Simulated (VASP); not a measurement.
Crystal: Si.

```
Si
1.0
     2.70633    0.00000    0.00000
    -1.35316    2.34375    0.00000
     0.00000    0.00000    4.49977
Si
2
Cartesian
  0.0000 1.5625 1.1249
  1.3532 0.7812 3.3748
```

| Item | Value |
| --- | --- |
| Program | VASP 6.6.1 |
| Task | relaxation of cell and atoms |
| Functional | PBE |
| Potentials or basis | VASP PAW PBE potentials, release 64 (Si) |
| Cutoff | 600 eV |
| k mesh | 24 × 24 × 12 |
| Occupations | gaussian, width 0.1 eV |
| Spin | no spin polarisation |

At the start: pressure 0.4 GPa; volume 14.27 Å³/atom.

Problem. Where does the relaxation end?

Solution. Over 6 steps the energy falls by 2.4 meV/atom and the volume is 14.36 Å³/atom (+0.6 %); space group P6_3/mmc (No. 194, to 0.05 Å).

The path:
| step | energy change (eV) | largest force (eV/Å) | pressure (GPa) | volume (Å³) |
| --- | --- | --- | --- | --- |
| 1 | 0.0000 | 0.0000 | 0.44 | 28.54 |
| 2 | -0.0029 | 0.0000 | -0.03 | 28.70 |
| 3 | -0.0042 | 0.0000 | -0.72 | 28.96 |
| 4 | -0.0043 | 0.0000 | -0.55 | 28.89 |
| 5 | -0.0047 | 0.0000 | 0.10 | 28.68 |
| 6 | -0.0048 | 0.0000 | -0.03 | 28.72 |

Final structure:
```cif
data_structure
_symmetry_space_group_name_H-M 'P 1'
_symmetry_Int_Tables_number 1
_cell_length_a 2.6872
_cell_length_b 2.6872
_cell_length_c 4.5931
_cell_angle_alpha 90.000
_cell_angle_beta 90.000
_cell_angle_gamma 120.000
_cell_volume 28.72
loop_
_atom_site_label
_atom_site_type_symbol
_atom_site_fract_x
_atom_site_fract_y
_atom_site_fract_z
_atom_site_occupancy
Si1 Si 0.33333 0.66667 0.25000 1
Si2 Si 0.66667 0.33333 0.75000 1
```
